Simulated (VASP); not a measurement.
Crystal: BeZn3Se4.

```
Be Zn Se
1.0
     3.94874    0.00000    0.00000
    -1.97437    3.41971    0.00000
     0.00000    0.00000   13.03797
Be Zn Se
1 3 4
Direct
  0.33333 0.66667 0.00121
  0.33333 0.66667 0.50085
  0.66667 0.33333 0.24255
  0.66667 0.33333 0.75972
  0.33333 0.66667 0.17339
  0.33333 0.66667 0.69039
  0.66667 0.33333 0.43195
  0.66667 0.33333 0.94994
```

Base run:

- Program: VASP 6.6.1
- Functional: r2SCAN
- Potentials or basis: VASP PAW PBE potentials, release 64 (Be, Zn, Se)
- Cutoff: 520 eV
- k mesh: 12 × 12 × 2
- Occupations: gaussian, width 0.02 eV
- Spin: no spin polarisation

Its results: band gap on the k mesh 2.18 eV; pressure -1.8 GPa; largest force 0.136 eV/Å.

The run is repeated on the same cell with these changes: functional from r2SCAN to PBE. What comes out?

Band gap on the k mesh 1.59 eV; pressure 0.2 GPa; largest force 0.014 eV/Å.

Caveats: the PAW data sets were made with another functional, which shifts forces and pressure a little (at least some runs).

A k mesh can miss the band edges.
